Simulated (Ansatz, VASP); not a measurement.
## ZnSe: VASP beside Ansatz

Contents of INCAR:

```
SYSTEM = ZnSe
PREC = Accurate
ENCUT = 520
EDIFF = 1E-7
ISMEAR = 0
SIGMA = 0.05
LREAL = .False.
LASPH = .True.
NELM = 80
ALGO = Normal
ISIF = 2
LWAVE = .False.
LCHARG = .True.
GGA = CA
LELF = .True.
LVHAR = .True.
NBANDS = 16
```

Contents of KPOINTS:

```
regular mesh
0
Gamma
  10 10 10
  0 0 0
```

Contents of POSCAR:

```
ZnSe
1.0
    0.0000000000      2.9773372513      2.6371454838
    2.6371454838      0.0000000000      2.6371454838
    2.6371454838      2.9773372513      0.0000000000
Zn Se
1 1
Direct
    0.0000000000      0.0000000000      0.0000000000
    0.7500000000      0.7500000000      0.7500000000
```

Input for Ansatz:

```yaml
crystal:
  lattice:
    - [0.0, 2.9773372513, 2.6371454838]
    - [2.6371454838, 0.0, 2.6371454838]
    - [2.6371454838, 2.9773372513, 0.0]
  atoms:
    - { symbol: Zn, position: [0.0, 0.0, 0.0] }
    - { symbol: Se, position: [0.75, 0.75, 0.75] }
basis:
  ecutwfc: 520.0
kpoints:
  mp_grid: { grid: [10, 10, 10] }
hamiltonian:
  xc: lda
  pseudopotentials: { kind: paw, azcp: { folder: soft_1 } }
scf:
  occupations: { method: gaussian, width: 0.05 }
output:
  forces: true
  stress: true
  eigenvalues: true
  write_density: true
  write_potential: true
  elf: true
  volumetric_format: npy
```

Alike in both runs: task single point; functional LDA; k mesh 10 × 10 × 10; occupations gaussian, width 0.05 eV; no spin polarisation.

|  | VASP | Ansatz |
| --- | --- | --- |
| version | VASP 6.6.1 | Ansatz 0.2.0 |
| potentials or method | VASP PAW LDA potentials, release 64 (Zn, Se), cutoff 520 eV | scalar-relativistic, plane waves, PAW |
| valence electrons in the cell | 18 | 28 |

|  | VASP | Ansatz | Ansatz less VASP |
| --- | --- | --- | --- |
| gap on the k mesh at the Fermi level (eV) | 1.20 | 1.15 | -0.046 |
| least direct gap on the mesh (eV) | 1.20 | 1.15 | -0.046 |
| pressure (GPa) | 3.3 | 2.8 | -0.44 |
| traceless stress, the component that is largest in VASP (GPa) | -3.82 | -3.85 | -0.033 |

Ansatz warns that its potentials were made for another functional, while VASP's fit it. LDA's correlation is that of Perdew and Zunger in VASP and of Perdew and Wang (1992) in Ansatz. VASP's potentials hold 18 valence electrons a cell and Ansatz's 28, so a difference there can come from the potentials and not from the codes.
